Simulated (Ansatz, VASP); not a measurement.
Two plane-wave programs on Ga3PN2

File POSCAR:

```
Ga3PN2
1.0
    3.3963461500      0.0000000000      0.0000000000
   -1.6981730750      2.9413220459      0.0000000000
    0.0000000000      0.0000000000      8.4453061272
N P Ga
2 1 3
Direct
    0.0000000000      0.0000000000      0.0166058596
    0.3333333333      0.6666666667      0.3154627356
    0.6666666667      0.3333333333      0.6623394877
    0.3333333333      0.6666666667      0.0845341112
    0.6666666667      0.3333333333      0.3852571604
    0.0000000000      0.0000000000      0.7858006454
```

Contents of INCAR.step1:

```
PREC = Accurate ; ENCUT = 520
ISMEAR = -1 ; SIGMA = 0.02
LREAL = False ; LASPH = True
NELM = 60 ; NBANDS = 36
GGA = PE ; ALGO = Normal
EDIFF = 1E-4 ; LWAVE = True
LCHARG = False
```

File INCAR.step2:

```
PREC = Accurate ; ENCUT = 520
EDIFF = 1E-6 ; ISMEAR = -1
SIGMA = 0.02 ; LREAL = False
LASPH = True ; NELM = 60
ALGO = Normal ; ISIF = 2
LWAVE = False ; LCHARG = False
METAGGA = R2SCAN ; LMIXTAU = True
NBANDS = 36 ; ISTART = 1
```

KPOINTS

```
regular mesh
0
Gamma
  6 6 2
```

Input for Ansatz:

```yaml
crystal:
  lattice:
    - [3.39634615, 0.0, 0.0]
    - [-1.698173075, 2.9413220459, 0.0]
    - [0.0, 0.0, 8.4453061272]
  atoms:
    - { symbol: "N", position: [0.0, 0.0, 0.0166058596] }
    - { symbol: "N", position: [0.3333333333, 0.6666666667, 0.3154627356] }
    - { symbol: P, position: [0.6666666667, 0.3333333333, 0.6623394877] }
    - { symbol: Ga, position: [0.3333333333, 0.6666666667, 0.0845341112] }
    - { symbol: Ga, position: [0.6666666667, 0.3333333333, 0.3852571604] }
    - { symbol: Ga, position: [0.0, 0.0, 0.7858006454] }
kpoints:
  mp_grid: { grid: [6, 6, 2] }
hamiltonian:
  xc: r2scan
scf:
  occupations: { method: fermi_dirac, width: 0.02 }
  n_extra_bands: 5
output:
  forces: true
  stress: true
  eigenvalues: true
  write_density: true
  write_potential: true
  elf: true
  volumetric_format: npy
```

Alike in both runs: task single point; functional r2SCAN; k mesh 6 × 6 × 2; occupations fermi-dirac, width 0.02 eV; no spin polarisation.

```csv
,VASP,Ansatz
version,VASP 6.6.1,Ansatz 0.2.0
potentials or method,"VASP PAW PBE potentials, release 64 (N, P, Ga_d)","plane waves, PAW"
plane-wave cutoff (eV),520,500
valence electrons in the cell,54,54
```

Ansatz gave:

* pressure (GPa): 0.0
* traceless stress, the component that is largest in VASP (GPa): -0.23
* rms of the force components (eV/Å): 0.016

**Question.** Estimate VASP's values.

**Answer.** Pressure (GPa): 0.5; traceless stress, the component that is largest in VASP (GPa): -0.13; rms of the force components (eV/Å): 0.038.

VASP's potentials were made for PBE, not for r2SCAN. Atom by atom the forces differ by 0.025 eV/Å (rms over components).

The k mesh is coarse, so the values compare programs but aren't converged.
